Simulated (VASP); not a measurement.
Set up this calculation in VASP 6.6.1, as the native input.

```
Task                               : single point
Functional                         : r2SCAN0
Dispersion                         : D3(BJ)
Potentials or basis                : VASP PAW PBE potentials, release 64 (Cd, S)
Cutoff                             : 440 eV
k mesh                             : 4 × 4 × 4
Occupations                        : gaussian, width 0.01 eV
Spin                               : no spin polarisation
Dipole correction                  : no
Grid for exact exchange (PRECFOCK) : Normal
Further INCAR settings             : ALGO = Normal; EDIFF = 1e-06; NBANDS = 16
Share of exact exchange            : 0.25
```

The system is CdS.

```xyz
2
Lattice="0.0000 2.7532 2.7532 2.7532 0.0000 2.7532 2.7532 2.7532 0.0000" Properties=species:S:1:pos:R:3 pbc="T T T"
Cd    0.0000    0.0000    0.0000
S     2.7532    2.7532    2.7532
```

These files were run (other wordings do the same):

POSCAR

```
CdS
1.0
    0.0000000000      2.7532440000      2.7532440000
    2.7532440000      0.0000000000      2.7532440000
    2.7532440000      2.7532440000      0.0000000000
Cd S
1 1
Direct
    0.0000000000      0.0000000000      0.0000000000
    0.5000000000      0.5000000000      0.5000000000
```

INCAR.step1

```
SYSTEM = CdS
PREC     = Accurate       ! precision mode
ENCUT    = 440            ! plane-wave cutoff, eV
EDIFF    = 1E-5           ! SCF threshold, eV
ISMEAR   = 0              ! smearing method
SIGMA    = 0.01           ! smearing width, eV
LREAL    = .False.        ! projectors in reciprocal space
LASPH    = .True.         ! aspherical terms in the spheres
NELM     = 120            ! most SCF steps
ALGO     = Normal         ! electronic algorithm
ISIF     = 2              ! what is computed and relaxed
LWAVE    = .True.         ! write WAVECAR
LCHARG   = .False.        ! write CHGCAR
GGA      = PE             ! functional
NBANDS   = 16             ! bands
GGA_COMPAT= .False.
```

INCAR.step2

```
SYSTEM = CdS
PREC     = Accurate       ! precision mode
ENCUT    = 440            ! plane-wave cutoff, eV
EDIFF    = 1E-6           ! SCF threshold, eV
ISMEAR   = 0              ! smearing method
SIGMA    = 0.01           ! smearing width, eV
LREAL    = .False.        ! projectors in reciprocal space
LASPH    = .True.         ! aspherical terms in the spheres
NELM     = 120            ! most SCF steps
ALGO     = Normal         ! electronic algorithm
ISIF     = 2              ! what is computed and relaxed
LWAVE    = .False.        ! write WAVECAR
LCHARG   = .False.        ! write CHGCAR
METAGGA  = R2SCAN         ! meta-GGA
LHFCALC  = .True.         ! exact exchange
AEXX     = 0.25           ! exact-exchange fraction
LMIXTAU  = .True.       
PRECFOCK = Normal       
IVDW     = 12             ! dispersion correction
ISTART   = 1            
VDW_S6   = 1.0          
VDW_S8   = 1.1846       
VDW_A1   = 0.4534       
VDW_A2   = 5.8972       
NBANDS   = 16             ! bands
GGA_COMPAT= .False.
```

KPOINTS

```
Automatic mesh
0
Gamma
  4 4 4
  0 0 0
```

Potentials or basis: VASP PAW PBE potentials, release 64 (Cd, S).

The run is started by

```bash
$ cat potpaw_PBE.64/Cd/POTCAR potpaw_PBE.64/S/POTCAR > POTCAR
$ cp INCAR.step1 INCAR
$ mpirun -np 1 vasp_std > vasp.out
$ cp INCAR.step2 INCAR
$ mpirun -np 1 vasp_std > vasp.out
```

It gave:

```yaml
Pressure: -4.5 GPa
Band_gap_on_the_k_mesh: 2.27 eV (least direct gap 3.68 eV)
Dispersion_energy_per_atom: -0.217 eV
```

Caveat: the k points lie up to 0.49 Å⁻¹ apart; three body term missing; the PAW data sets were made with another functional, which shifts forces and pressure a little.

Wall time 5.5 min on 1 thread of Intel(R) Xeon(R) Platinum 8259CL CPU @ 2.50GHz (Skylake/Cascade Lake) (shared host), peak memory 0.17 GiB.
